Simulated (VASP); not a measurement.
# TiO2 (P4_2/mnm) in VASP: a series of runs

The runs below take TiO2 through relaxation of cell and atoms, with PBEsol.

Program: VASP 6.6.1. These are calculated values, not measurements. Logs are shortened: lines on timing, memory, paths and dates and some standing lists are left out, and cuts for length are marked.

### 1 The cell of the first run

It takes space group P4_2/mnm (No. 136, tetragonal). Conventional cell: a = 4.600 Å, b = 4.600 Å, c = 2.959 Å, α = 90.00°, β = 90.00°, γ = 90.00°. Within 2.6 Å of Ti (site symmetry mmm) lie 6 O at 1.95 to 1.98 Å. Within 2.6 Å of O (site symmetry m2m) lie 3 Ti at 1.95 to 1.98 Å and 1 O at 2.55 Å.

### 2 Relaxation of cell and atoms, PBEsol, target pressure 2 GPa, at which the enthalpy is minimised

Input file INCAR:

```
PREC = Accurate
ENCUT = 600
EDIFF = 1E-6
ISMEAR = -1
SIGMA = 0.05
LREAL = F
LASPH = T
NELM = 60
ALGO = Normal
ISIF = 3
LWAVE = F
LCHARG = F
GGA = PS
IBRION = 2
NSW = 60
EDIFFG = -0.01
PSTRESS = 20.0
```

Input file KPOINTS:

```
regular mesh
0
Gamma
  6 6 9
```

Input file POSCAR:

```
TiO2
1.0
    4.5998373239      0.0000000000      0.0000000000
    0.0000000000      4.5998373239      0.0000000000
    0.0000000000      0.0000000000      2.9592135600
Ti O
2 4
Direct
    0.0000000000      0.0000000000      0.5000000000
    0.5000000000      0.5000000000      0.0000000000
    0.3043213200      0.3043213200      0.5000000000
    0.1956786800      0.8043213200      0.0000000000
    0.8043213200      0.1956786800      0.0000000000
    0.6956786800      0.6956786800      0.5000000000
```

Potentials or basis: VASP PAW PBE potentials, release 64 (Ti_sv, O).

On the command line:

```
$ cat potpaw_PBE.64/Ti_sv/POTCAR potpaw_PBE.64/O/POTCAR > POTCAR
$ mpirun -np 1 vasp_std > vasp.out
```

OUTCAR:

```text
PREC = Accurate
   ENCUT = 600
   EDIFF = 1E-6
   ISMEAR = -1
   LREAL = F
   LASPH = T
   NELM = 60
   ISIF = 3
   GGA = PS
   IBRION = 2
   NSW = 60
   EDIFFG = -0.01
   PSTRESS = 20.0

 ion  position               nearest neighbor table
   1  0.000  0.000  0.500-   4 1.95   5 1.95   4 1.95   5 1.95   3 1.98   6 1.98
   2  0.500  0.500  0.000-   3 1.95   6 1.95   3 1.95   6 1.95   5 1.98   4 1.98
   3  0.304  0.304  0.500-   2 1.95   2 1.95   1 1.98
   4  0.196  0.804  0.000-   1 1.95   1 1.95   2 1.98
   5  0.804  0.196  0.000-   1 1.95   1 1.95   2 1.98
   6  0.696  0.696  0.500-   2 1.95   2 1.95   1 1.98

  LATTYP: Found a simple tetragonal cell.
 ALAT       =     4.5998373239
 C/A-ratio  =     0.6433300466

  Lattice vectors:

 A1 = (   4.5998373239,   0.0000000000,   0.0000000000)
 A2 = (   0.0000000000,   4.5998373239,   0.0000000000)
 A3 = (   0.0000000000,   0.0000000000,   2.9592135600)

Analysis of symmetry for initial positions (statically):
=====================================================================
 Subroutine PRICEL returns:
 Original cell was already a primitive cell.

 Routine SETGRP: Setting up the symmetry group for a
 simple tetragonal supercell.

 Subroutine GETGRP returns: Found 16 space group operations
 (whereof  8 operations were pure point group operations)
 out of a pool of 16 trial point group operations.

The static configuration has the point symmetry D_2h.
 The point group associated with its full space group is D_4h.

Analysis of symmetry for dynamics (positions and initial velocities):
=====================================================================
 Subroutine PRICEL returns:
 Original cell was already a primitive cell.

 Routine SETGRP: Setting up the symmetry group for a
 simple tetragonal supercell.

 Subroutine GETGRP returns: Found 16 space group operations
 (whereof  8 operations were pure point group operations)
 out of a pool of 16 trial point group operations.

The dynamic configuration has the point symmetry D_2h.
 The point group associated with its full space group is D_4h.

 Subroutine INISYM returns: Found 16 space group operations
 (whereof  8 operations are pure point group operations),
 and found     1 'primitive' translations

----------------------------------------------------------------------------------------

                                     Primitive cell

  volume of cell :      62.6125

  direct lattice vectors                    reciprocal lattice vectors
     4.599837324  0.000000000  0.000000000     0.217398993  0.000000000  0.000000000
     0.000000000  4.599837324  0.000000000     0.000000000  0.217398993  0.000000000
     0.000000000  0.000000000  2.959213560     0.000000000  0.000000000  0.337927622

  length of vectors
     4.599837324  4.599837324  2.959213560     0.217398993  0.217398993  0.337927622

  position of ions in fractional coordinates (direct lattice)
     0.000000000  0.000000000  0.500000000
     0.500000000  0.500000000  0.000000000
     0.304321320  0.304321320  0.500000000
     0.195678680  0.804321320  0.000000000
     0.804321320  0.195678680  0.000000000
     0.695678680  0.695678680  0.500000000

  ion indices of the primitive-cell ions
   primitive index   ion index
                 1           1
                 2           2
                 3           3
                 4           4
                 5           5
                 6           6

----------------------------------------------------------------------------------------

 KPOINTS: regular mesh

Automatic generation of k-mesh.
 Grid dimensions read from file:
 generate k-points for:    6    6    9

 Generating k-lattice:

  Cartesian coordinates                     Fractional coordinates (reciprocal lattice)
     0.036233165  0.000000000  0.000000000     0.166666667  0.000000000  0.000000000
     0.000000000  0.036233165  0.000000000     0.000000000  0.166666667  0.000000000
     0.000000000  0.000000000  0.037547514     0.000000000  0.000000000  0.111111111

  Length of vectors
     0.036233165  0.036233165  0.037547514

  Shift w.r.t. Gamma in fractional coordinates (k-lattice)
     0.000000000  0.000000000  0.000000000

 Subroutine IBZKPT returns following result:
 ===========================================

 Found     50 irreducible k-points:

 Following reciprocal coordinates:
            Coordinates               Weight
  0.000000  0.000000  0.000000      1.000000
  0.166667  0.000000  0.000000      4.000000
  0.333333  0.000000  0.000000      4.000000
  0.500000  0.000000  0.000000      2.000000
  0.166667  0.166667  0.000000      4.000000
  0.333333  0.166667  0.000000      8.000000
[... 16 lines left out ...]
  0.333333  0.000000  0.222222      8.000000
  0.500000  0.000000  0.222222      4.000000
 [... further k-points ...]
   k-points           NKPTS =     50   k-points in BZ     NKDIM =     50   number of bands    NBANDS=     28
   number of dos      NEDOS =    301   number of ions     NIONS =      6
   total plane-waves  NPLWV =  38400
   dimension x,y,z NGX =    40 NGY =   40 NGZ =   24
   dimension x,y,z NGXF=    80 NGYF=   80 NGZF=   48
   ions per type =               2   4
   NGX,Y,Z   is equivalent  to a cutoff of  14.46, 14.46, 13.48 a.u.
   NGXF,Y,Z  is equivalent  to a cutoff of  28.91, 28.91, 26.97 a.u.
 SYSTEM =  unknown system
   PREC   = accura    normal or accurate (medium, high low for compatibility)
   ISTART =      0    job   : 0-new  1-cont  2-samecut
   ICHARG =      2    charge: 1-file 2-atom 10-const
   ISPIN  =      1    spin polarized calculation?
   LNONCOLLINEAR =      F non collinear calculations
   LSORBIT =      F    spin-orbit coupling
   LASPH  =      T    aspherical Exc in radial PAW
   ENCUT  =  600.0 eV  44.10 Ry    6.64 a.u.   9.19  9.19  5.91*2*pi/ulx,y,z
   NELM   =     60;   NELMIN=  2; NELMDL= -5     # of ELM steps
   EDIFF  = 0.1E-05   stopping-criterion for ELM
   LREAL  =      F    real-space projection
   EDIFFG = -.1E-01   stopping-criterion for IOM
   NSW    =     60    number of steps for IOM
   IBRION =      2    ionic relax: 0-MD 1-quasi-New 2-CG
   NFREE  =      1    steps in history (QN), initial steepest desc. (CG)
   ISIF   =      3    stress and relaxation
   ISYM   =      2    0-nonsym 1-usesym 2-fastsym
   POTIM  = 0.5000    time-step for ionic-motion
   TEBEG  =    0.0;   TEEND  =   0.0 temperature during run
   PSTRESS=   20.0 pullay stress
   NELECT =      48.0000    total number of electrons
   NUPDOWN=      -1.0000    fix difference up-down
   EMIN   =  10.00;   EMAX   =-10.00  energy-range for DOS
   EFERMI =   0.00;   METHOD = LEGACY
   ISMEAR =    -1;   SIGMA  =   0.05  broadening in eV -4-tet -1-fermi 0-gaus
   EFERMI_NEDOS =   21; number of points for ismear=-14 and -15
   IALGO  =     38    algorithm
   IMIX   =      4    mixing-type and parameters
     AMIX     =   0.40;   BMIX     =  1.00
     AMIX_MAG =   1.60;   BMIX_MAG =  1.00
  volume/ion in A,a.u.               =      10.44        70.42
  Fermi-wavevector in a.u.,A,eV,Ry     =   1.498309  2.831394 30.544140  2.244931
  Thomas-Fermi vector in A             =   2.610085
   LORBIT       =      0    0 simple, 1 ext, 2 COOP (PROOUT), +10 PAW based schemes
   GGA     = PS    functional components
   LHFCALC =     F    Hartree Fock is set to
   AEXX    =    0.0000 exact exchange contribution
   IVDW    =     0    specifies the selected vdW correction
   LEPSILON=     F    determine dielectric tensor
   LRPA    =     F    only Hartree local field effects (RPA)
 conjugate gradient relaxation of ions
 non-spin polarized calculation
  energy-cutoff  :      600.00
  volume of cell :       62.61
 maximum number of plane-waves:      2112
 NGX is ok and might be reduce to    40
   NGX = 19   NGY = 19   NGZ = 11

--------------------------------------- Ionic step        1  -------------------------------------------

 number of electron      47.9999988 magnetization

 Free energy of the ion-electron system (eV)
  ---------------------------------------------------
  ext. energy  EPLUGINS =         0.00000000
  ---------------------------------------------------
  free energy    TOTEN  =       -56.10321675 eV

  energy without entropy =      -56.10321675  energy(sigma->0) =      -56.10321675

------------------------ aborting loop because EDIFF is reached ----------------------------------------

  FORCE on cell =-STRESS in cart. coord.  units (eV):
  Direction    XX          YY          ZZ          XY          YZ          ZX
  --------------------------------------------------------------------------------------
  -------------------------------------------------------------------------------------
  Total       -0.6945067     -0.6945067     -1.3738374      0.0000000      0.0000000      0.0000000
  in kB      -17.7715696    -17.7715696    -35.1548033      0.0000000      0.0000000      0.0000000
  external PRESSURE =     -43.5659809 kB  Pullay stress =      20.0000000 kB
[... 153 lines left out ...]
  enthalpy is  TOTEN    =       -55.3369820357 eV   P V=        0.7680917523

--------------------------------------- Ionic step        5  -------------------------------------------

 number of electron      47.9999994 magnetization

 Free energy of the ion-electron system (eV)
  ---------------------------------------------------
  ext. energy  EPLUGINS =         0.00000000
  ---------------------------------------------------
  free energy    TOTEN  =       -56.10494950 eV

  energy without entropy =      -56.10494950  energy(sigma->0) =      -56.10494950

 E-fermi :   5.7917     XC(G=0): -11.7843

 val. band max:        4.8926257257   @ k =   0.0000   0.0000   0.0000
 cond. band min:       6.7334574131   @ k =   0.0000   0.0000   0.0000
 fundamental gap:      1.8408316874
 Fermi energy:         5.7917300525

 k-point     1 :       0.0000    0.0000    0.0000
  band No.  band energies     occupation
      1     -51.7233      2.00000
      2     -51.7041      2.00000
      3     -28.1617      2.00000
      4     -28.1617      2.00000
      5     -27.9821      2.00000
      6     -27.9821      2.00000
[... 733 lines left out ...]
     27       8.0883      0.00000
     28       8.0883      0.00000

 [... further k-points ...]
[... 5 lines left out ...]
  --------------------------------------------------------------------------------------
  -------------------------------------------------------------------------------------
  Total        0.7774238      0.7774238      0.7789356      0.0000000      0.0000000      0.0000000
  in kB       20.2549210     20.2549210     20.2943092      0.0000000      0.0000000      0.0000000
  external PRESSURE =       0.2680504 kB  Pullay stress =      20.0000000 kB
[... 21 lines left out ...]
  FREE ENERGIE OF THE ION-ELECTRON SYSTEM (eV)
  ---------------------------------------------------
  free  energy   TOTEN  =       -56.1049494976 eV

  energy  without entropy=      -56.1049494971  energy(sigma->0) =      -56.10494950

  enthalpy is  TOTEN    =       -55.3373100475 eV   P V=        0.7676394501

 reached required accuracy - stopping structural energy minimisation
```

Wall time 7.1 min (1 thread of Intel Xeon 8259CL, shared host); peak memory 0.25 GiB.

Results:

- Free energy: -56.1049 eV
- Relaxed volume: 10.25 Å³/atom
- Relaxed cell: a = 4.576 Å, b = 4.576 Å, c = 2.937 Å, α = 90.00°, β = 90.00°, γ = 90.00°
- Space group after relaxing (to 0.05 Å): P4_2/mnm (No. 136)
- Energy change on relaxing (the enthalpy is what falls): -0.3 meV/atom
- Ionic steps: 5
- Pressure after relaxing: 2.0 GPa
- Largest force after relaxing: 0.009 eV/Å
- Band gap on the k mesh: 1.84 eV, direct

Forces in eV/Å, atoms in the order of the input:
```
Ti   0.000  0.000  0.000
Ti   0.000  0.000  0.000
O   -0.006 -0.006  0.000
O    0.006 -0.006  0.000
O   -0.006  0.006  0.000
O    0.006  0.006  0.000
```

The path:
```csv
step,energy change (eV),largest force (eV/Å),pressure (GPa),volume (Å³)
1,0.0000,0.0479,-2.36,62.61
2,0.0476,0.2237,8.60,60.08
3,-0.0021,0.0566,1.93,61.55
4,-0.0019,0.0587,2.00,61.53
5,-0.0017,0.0086,2.03,61.49
```

Final structure:
```yaml
crystal:
  lattice:
    - [4.57604, 0.00000, 0.00000]
    - [0.00000, 4.57604, 0.00000]
    - [0.00000, 0.00000, 2.93669]
  atoms:
    - { symbol: Ti, position: [0.00000, 0.00000, 0.50000] }
    - { symbol: Ti, position: [0.50000, 0.50000, 0.00000] }
    - { symbol: O, position: [0.30409, 0.30409, 0.50000] }
    - { symbol: O, position: [0.19591, 0.80409, 0.00000] }
    - { symbol: O, position: [0.80409, 0.19591, 0.00000] }
    - { symbol: O, position: [0.69591, 0.69591, 0.50000] }
```

Caveat: the cell is relaxed towards a set pressure, so the enthalpy falls and the energy may rise; the PAW data sets were made with another functional, which shifts forces and pressure a little. A k mesh can miss the band edges.

### 3 Relaxation of cell and atoms, PBEsol, target pressure 5 GPa, at which the enthalpy is minimised

Input file INCAR:

```
  PREC = Accurate
  ENCUT = 600
  EDIFF = 1E-6
  ISMEAR = -1
  SIGMA = 0.05
  LREAL = False
  LASPH = True
  NELM = 80
  ALGO = Normal
  ISIF = 3
  LWAVE = False
  LCHARG = False
  GGA = PS
  IBRION = 2
  NSW = 60
  EDIFFG = -0.01
  PSTRESS = 50.0
```

KPOINTS is that of step 2.

POSCAR is that of step 2.

Potentials or basis: VASP PAW PBE potentials, release 64 (Ti_sv, O).

On the command line:

```
$ cat potpaw_PBE.64/Ti_sv/POTCAR potpaw_PBE.64/O/POTCAR > POTCAR
$ mpirun -np 1 vasp_std > vasp.out
```

Wall time 8.7 min (1 thread of Intel Xeon 8259CL, shared host); peak memory 0.26 GiB.

The run converged. Its results:

```yaml
Free_energy: -56.0879 eV
Relaxed_volume: 10.12 Å³/atom
Relaxed_cell: a = 4.553 Å, b = 4.553 Å, c = 2.929 Å, α = 90.00°, β = 90.00°, γ = 90.00°
Space_group_after_relaxing_to_0.05_Å: P4_2/mnm (No. 136)
Energy_change_on_relaxing_the_enthalpy_is_what_falls: +2.5 meV/atom
Ionic_steps: 6
Pressure_after_relaxing: 5.1 GPa
Largest_force_after_relaxing: 0.003 eV/Å
Band_gap_on_the_k_mesh: 1.85 eV, direct
```

Forces in eV/Å, atoms in the order of the input:
```
Ti   0.000  0.000  0.000
Ti   0.000  0.000  0.000
O    0.002  0.002  0.000
O   -0.002  0.002  0.000
O    0.002 -0.002  0.000
O   -0.002 -0.002  0.000
```

Stress tensor (GPa, compression positive):
```
5.04 0.00 0.00
0.00 5.04 0.00
0.00 0.00 5.13
```

The path:
```tsv
step	energy change (eV)	largest force (eV/Å)	pressure (GPa)	volume (Å³)
1	0.0000	0.0479	-2.36	62.61
2	0.1839	0.3933	17.16	58.37
3	0.0123	0.1133	4.84	60.86
4	0.0134	0.1169	4.93	60.83
5	0.0149	0.0114	5.02	60.73
6	0.0153	0.0032	5.07	60.72
```

Final structure:
```
Ti O
1.0
     4.55325    0.00000    0.00000
     0.00000    4.55325    0.00000
     0.00000    0.00000    2.92889
Ti O
2 4
Direct
  0.00000 0.00000 0.50000
  0.50000 0.50000 0.00000
  0.30360 0.30360 0.50000
  0.19640 0.80360 0.00000
  0.80360 0.19640 0.00000
  0.69640 0.69640 0.50000
```

Levels at points of the mesh, in eV from the valence-band top:
```
           k point  band 22  band 23  band 24  band 25  band 26  band 27
(0.00, 0.00, 0.00)    -0.48    -0.48     0.00     1.85     2.13     2.42
(0.50, 0.00, 0.00)    -1.71    -0.79    -0.79     2.55     2.55     3.11
(0.50, 0.50, 0.00)    -1.34    -1.12    -1.12     1.88     1.88     2.56
```

Caveat: the cell is relaxed towards a set pressure, so the enthalpy falls and the energy may rise; the PAW data sets were made with another functional, which shifts forces and pressure a little. A k mesh can miss the band edges.

(Part 1 of 2 ends here.)
